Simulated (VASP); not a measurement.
# SnO2 (R-3m) in VASP: settings compared

SnO2 is run at these levels: BLYP, r2SCAN; tasks: single point.

Program: VASP 6.6.1. These are calculated values, not measurements. Logs are shortened: lines on timing, memory, paths and dates and some standing lists are left out, and cuts for length are marked.

## Step 1: The cell of the first run

Symmetry: R-3m, No. 166, trigonal system. The conventional cell has a = 3.234 Å, b = 3.234 Å, c = 14.402 Å, α = 90.00°, β = 90.00°, γ = 120.00°. Within 2.8 Å of Sn (site symmetry -3m) lie 6 O at 2.13 Å. O (site symmetry 3m) has 3 Sn at 2.13 Å and 3 O at 2.76 Å within 2.8 Å.

## Step 2: Single point, BLYP

Input file INCAR:

```
SYSTEM = SnO2
  PREC = Accurate
  ENCUT = 600
  EDIFF = 1E-6
  ISMEAR = 0
  SIGMA = 0.01
  LREAL = .False.
  LASPH = .True.
  NELM = 120
  ALGO = Normal
  ISIF = 2
  LWAVE = .False.
  LCHARG = .False.
  GGA = B5
  ALDAX = 1.0
  AGGAX = 1.0
  AGGAC = 1.0
  ALDAC = 0.0
  NBANDS = 20
  GGA_COMPAT = .False.
```

Input file KPOINTS:

```
regular mesh
0
Gamma
  8 8 8
  0 0 0
```

Input file POSCAR:

```
SnO2
1.0
    1.6170930800      0.9336291200      4.8005925800
   -1.6170930800      0.9336291200      4.8005925800
    0.0000000000     -1.8672582400      4.8005925800
Sn O
1 2
Direct
    0.5000000007      0.5000000007      0.5000000007
    0.2371700002      0.2371700002      0.2371700002
    0.7628300005      0.7628300005      0.7628300005
```

Potentials or basis: VASP PAW PBE potentials, release 64 (Sn_d, O).

On the command line:

```bash
> cat potpaw_PBE.64/Sn_d/POTCAR potpaw_PBE.64/O/POTCAR > POTCAR
> mpirun -np 1 vasp_std > vasp.out
```

OUTCAR:

```text
SYSTEM = SnO2
   PREC = Accurate
   ENCUT = 600
   EDIFF = 1E-6
   ISMEAR = 0
   LREAL = .False.
   LASPH = .True.
   NELM = 120
   ISIF = 2
   GGA = B5

 ion  position               nearest neighbor table
   1  0.500  0.500  0.500-   2 2.13   3 2.13   2 2.13   2 2.13   3 2.13   3 2.13
   2  0.237  0.237  0.237-   1 2.13   1 2.13   1 2.13
   3  0.763  0.763  0.763-   1 2.13   1 2.13   1 2.13

  LATTYP: Found a trigonal (rhomboedric) cell.
 ALAT       =     5.1509554922
 COS(alpha) =     0.8028828377

  Lattice vectors:

 A1 = (   1.6170930800,   0.9336291200,   4.8005925800)
 A2 = (  -1.6170930800,   0.9336291200,   4.8005925800)
 A3 = (   0.0000000000,  -1.8672582400,   4.8005925800)

Analysis of symmetry for initial positions (statically):
=====================================================================
 Subroutine PRICEL returns:
 Original cell was already a primitive cell.

 Routine SETGRP: Setting up the symmetry group for a
 trigonal (rhombohedral) supercell.

 Subroutine GETGRP returns: Found 12 space group operations
 (whereof 12 operations were pure point group operations)
 out of a pool of 12 trial point group operations.

The static configuration has the point symmetry D_3d.

Analysis of symmetry for dynamics (positions and initial velocities):
=====================================================================
 Subroutine PRICEL returns:
 Original cell was already a primitive cell.

 Routine SETGRP: Setting up the symmetry group for a
 trigonal (rhombohedral) supercell.

 Subroutine GETGRP returns: Found 12 space group operations
 (whereof 12 operations were pure point group operations)
 out of a pool of 12 trial point group operations.

The dynamic configuration has the point symmetry D_3d.

 Subroutine INISYM returns: Found 12 space group operations
 (whereof 12 operations are pure point group operations),
 and found     1 'primitive' translations

----------------------------------------------------------------------------------------

                                     Primitive cell

  volume of cell :      43.4866

  direct lattice vectors                    reciprocal lattice vectors
     1.617093080  0.933629120  4.800592580     0.309196797  0.178514855  0.069435872
    -1.617093080  0.933629120  4.800592580    -0.309196797  0.178514855  0.069435872
     0.000000000 -1.867258240  4.800592580     0.000000000 -0.357029709  0.069435872

  length of vectors
     5.150955492  5.150955492  5.150955489     0.363719057  0.363719057  0.363719059

[... 76 lines left out ...]
   ISPIN  =      1    spin polarized calculation?
   LNONCOLLINEAR =      F non collinear calculations
   LSORBIT =      F    spin-orbit coupling
   LASPH  =      T    aspherical Exc in radial PAW
   ENCUT  =  600.0 eV  44.10 Ry    6.64 a.u.  10.29 10.29 10.29*2*pi/ulx,y,z
   NELM   =    120;   NELMIN=  2; NELMDL= -5     # of ELM steps
   EDIFF  = 0.1E-05   stopping-criterion for ELM
   LREAL  =      F    real-space projection
   EDIFFG = 0.1E-04   stopping-criterion for IOM
   NSW    =      0    number of steps for IOM
   IBRION =     -1    ionic relax: 0-MD 1-quasi-New 2-CG
   NFREE  =      0    steps in history (QN), initial steepest desc. (CG)
   ISIF   =      2    stress and relaxation
   ISYM   =      2    0-nonsym 1-usesym 2-fastsym
   POTIM  = 0.5000    time-step for ionic-motion
   TEBEG  =    0.0;   TEEND  =   0.0 temperature during run
   PSTRESS=    0.0 pullay stress
   NELECT =      26.0000    total number of electrons
   NUPDOWN=      -1.0000    fix difference up-down
   EMIN   =  10.00;   EMAX   =-10.00  energy-range for DOS
   EFERMI =   0.00;   METHOD = LEGACY
   ISMEAR =     0;   SIGMA  =   0.01  broadening in eV -4-tet -1-fermi 0-gaus
   EFERMI_NEDOS =   21; number of points for ismear=-14 and -15
   IALGO  =     38    algorithm
   IMIX   =      4    mixing-type and parameters
     AMIX     =   0.40;   BMIX     =  1.00
     AMIX_MAG =   1.60;   BMIX_MAG =  1.00
  volume/ion in A,a.u.               =      14.50        97.82
  Fermi-wavevector in a.u.,A,eV,Ry     =   1.379158  2.606231 25.879336  1.902078
  Thomas-Fermi vector in A             =   2.504154
   LORBIT       =      0    0 simple, 1 ext, 2 COOP (PROOUT), +10 PAW based schemes
   GGA     = B5    functional components
   LHFCALC =     F    Hartree Fock is set to
   AEXX    =    0.0000 exact exchange contribution
   IVDW    =     0    specifies the selected vdW correction
   LEPSILON=     F    determine dielectric tensor
   LRPA    =     F    only Hartree local field effects (RPA)
 non-spin polarized calculation
 Gauss-broadening in eV      SIGMA  =   0.01
  energy-cutoff  :      600.00
  volume of cell :       43.49
 maximum number of plane-waves:      1468
 NGX is ok and might be reduce to    42
   NGX = 21   NGY = 21   NGZ = 21

 number of electron      26.0000002 magnetization

 Free energy of the ion-electron system (eV)
  ---------------------------------------------------
  ext. energy  EPLUGINS =         0.00000000
  ---------------------------------------------------
  free energy    TOTEN  =       -16.94551061 eV

  energy without entropy =      -16.94551061  energy(sigma->0) =      -16.94551061

 E-fermi :   3.7092     XC(G=0):  -9.6129

 val. band max:        3.5750818100   @ k =  -0.1250   0.2500   0.1250
 cond. band min:       5.4895672610   @ k =   0.0000   0.0000   0.0000
 fundamental gap:      1.9144854510
 Fermi energy:         3.7091793980

 k-point     1 :       0.0000    0.0000    0.0000
  band No.  band energies     occupation
      1     -16.4033      2.00000
      2     -16.2297      2.00000
      3     -16.2297      2.00000
      4     -16.0406      2.00000
      5     -16.0406      2.00000
      6     -14.2579      2.00000
[... 541 lines left out ...]
     19      17.0729      0.00000
     20      19.9825      0.00000

 [... further k-points ...]
[... 5 lines left out ...]
  --------------------------------------------------------------------------------------
  -------------------------------------------------------------------------------------
  Total        1.5818436      1.5818435      0.3496033      0.0000000      0.0000000      0.0000000
  in kB       58.2798738     58.2798732     12.8804363      0.0000000      0.0000000      0.0000000
  external PRESSURE =      43.1467278 kB  Pullay stress =       0.0000000 kB

 VOLUME and BASIS-vectors are now :
 -----------------------------------------------------------------------------
  energy-cutoff  :      600.00
  volume of cell :       43.49
      direct lattice vectors                 reciprocal lattice vectors
     1.617093080  0.933629120  4.800592580     0.309196797  0.178514855  0.069435872
    -1.617093080  0.933629120  4.800592580    -0.309196797  0.178514855  0.069435872
     0.000000000 -1.867258240  4.800592580     0.000000000 -0.357029709  0.069435872

 POSITION                                       TOTAL-FORCE (eV/Angst)
 -----------------------------------------------------------------------------------
      0.00000      0.00000      7.20089         0.000000      0.000000      0.000000
      0.00000      0.00000      3.41567         0.000000     -0.000000      0.091215
      0.00000      0.00000     10.98611         0.000000      0.000000     -0.091215
 -----------------------------------------------------------------------------------
    total drift:                                0.000000     -0.000000     -0.000019

  FREE ENERGIE OF THE ION-ELECTRON SYSTEM (eV)
  ---------------------------------------------------
  free  energy   TOTEN  =       -16.9455106068 eV

  energy  without entropy=      -16.9455106068  energy(sigma->0) =      -16.94551061
```

OSZICAR:

```text
N       E                     dE             d eps       ncg     rms          rms(c)
DAV:   1     0.276180025377E+03    0.27618E+03   -0.15121E+04  2716   0.208E+03
DAV:   2     0.113779770930E+02   -0.26480E+03   -0.25139E+03  2820   0.524E+02
DAV:   3    -0.195782296073E+02   -0.30956E+02   -0.30635E+02  3080   0.149E+02
DAV:   4    -0.204914273482E+02   -0.91320E+00   -0.91224E+00  2868   0.274E+01
DAV:   5    -0.205101895458E+02   -0.18762E-01   -0.18762E-01  3192   0.416E+00    0.115E+01
DAV:   6    -0.169785486859E+02    0.35316E+01   -0.14359E+01  3812   0.617E+01    0.444E+00
DAV:   7    -0.169725157610E+02    0.60329E-02   -0.87762E-01  2684   0.763E+00    0.209E+00
DAV:   8    -0.169481186204E+02    0.24397E-01   -0.89685E-02  2744   0.285E+00    0.516E-01
DAV:   9    -0.169450957524E+02    0.30229E-02   -0.12420E-02  3840   0.158E+00    0.930E-02
DAV:  10    -0.169454845539E+02   -0.38880E-03   -0.17201E-03  2728   0.400E-01    0.392E-02
DAV:  11    -0.169455112551E+02   -0.26701E-04   -0.73221E-05  3636   0.102E-01    0.195E-02
DAV:  12    -0.169455106068E+02    0.64828E-06   -0.78875E-06  2828   0.270E-02
   1 F= -.16945511E+02 E0= -.16945511E+02  d E =-.106119E-81
```

Wall time 99 s (1 thread of Intel Xeon Platinum 8375C at 2.90GHz (Ice Lake), shared host); peak memory 0.29 GiB.

Results:

```yaml
Free_energy: -16.9455 eV
Pressure: 4.3 GPa
Largest_force: 0.091 eV/Å
Band_gap_on_the_k_mesh: 1.91 eV, indirect (least direct gap 2.02 eV)
```

Forces on the atoms (eV/Å):
```
Sn   0.000  0.000  0.000
O    0.000  0.000  0.091
O    0.000  0.000 -0.091
```

Stress tensor (GPa, compression positive):
```
5.83 0.00 0.00
0.00 5.83 0.00
0.00 0.00 1.29
```

Caveat: the PAW data sets were made with another functional, which shifts forces and pressure a little; spin-orbit coupling is left out, which moves the levels of the heavy elements.

## Step 3: Single point, r2SCAN

POSCAR is that of step 2.

Input file INCAR.step1:

```
SYSTEM = SnO2
PREC = Accurate ; ENCUT = 660
ISMEAR = 0 ; SIGMA = 0.01
LREAL = .FALSE. ; LASPH = .TRUE.
NELM = 120 ; NBANDS = 20
GGA = PE ; ALGO = Normal
EDIFF = 1E-5 ; LWAVE = .TRUE.
LCHARG = .FALSE. ; GGA_COMPAT = .FALSE.
```

Input file INCAR.step2:

```
SYSTEM = SnO2
PREC = Accurate ; ENCUT = 660
EDIFF = 1E-6 ; ISMEAR = 0
SIGMA = 0.01 ; LREAL = .FALSE.
LASPH = .TRUE. ; NELM = 120
ALGO = Normal ; ISIF = 2
LWAVE = .FALSE. ; LCHARG = .FALSE.
METAGGA = R2SCAN ; LMIXTAU = .TRUE.
NBANDS = 20 ; ISTART = 1
GGA_COMPAT = .FALSE.
```

Input file KPOINTS:

```
regular mesh
0
G
  8 8 8
  0 0 0
```

Potentials or basis: VASP PAW PBE potentials, release 64 (Sn_d, O).

On the command line:

```bash
> cat potpaw_PBE.64/Sn_d/POTCAR potpaw_PBE.64/O/POTCAR > POTCAR
> cp INCAR.step1 INCAR
> mpirun -np 1 vasp_std > vasp.out
> cp INCAR.step2 INCAR
> mpirun -np 1 vasp_std > vasp.out
```

It took 8 min on 1 thread of Intel Xeon Platinum 8375C at 2.90GHz (Ice Lake), shared host; peak memory 0.4 GiB.

It converged, with:

| Property | Result |
| --- | --- |
| Free energy | -41.6338 eV |
| Pressure | -6.4 GPa |
| Largest force | 0.556 eV/Å |
| Band gap on the k mesh | 2.43 eV, indirect (least direct gap 2.54 eV) |

Forces on the atoms (eV/Å):
```
Sn   0.000  0.000  0.000
O    0.000  0.000 -0.556
O    0.000  0.000  0.556
```

Stress tensor (GPa, compression positive):
```
-6.68  0.00  0.00
 0.00 -6.68  0.00
 0.00  0.00 -5.90
```

Levels at points of the mesh, in eV from the valence-band top:
| k point | band 10 | band 11 | band 12 | band 13 | band 14 | band 15 | band 16 | band 17 |
| --- | --- | --- | --- | --- | --- | --- | --- | --- |
| (0.00, 0.00, 0.00) | -1.26 | -0.88 | -0.88 | -0.11 | 2.43 | 6.43 | 11.96 | 11.96 |
| (0.50, 0.00, 0.00) | -2.94 | -1.46 | -0.57 | -0.56 | 5.99 | 8.48 | 10.89 | 13.14 |
| (0.50, 0.50, 0.00) | -3.03 | -1.14 | -0.43 | -0.02 | 5.71 | 7.66 | 11.66 | 11.97 |
| (0.50, 0.50, 0.50) | -1.32 | -1.25 | -0.83 | -0.83 | 3.68 | 6.31 | 12.15 | 12.15 |

Caveat: the PAW data sets were made with another functional, which shifts forces and pressure a little; spin-orbit coupling is left out, which moves the levels of the heavy elements. r2SCAN opens gaps a little over a GGA but as a rule still falls short of measured ones.
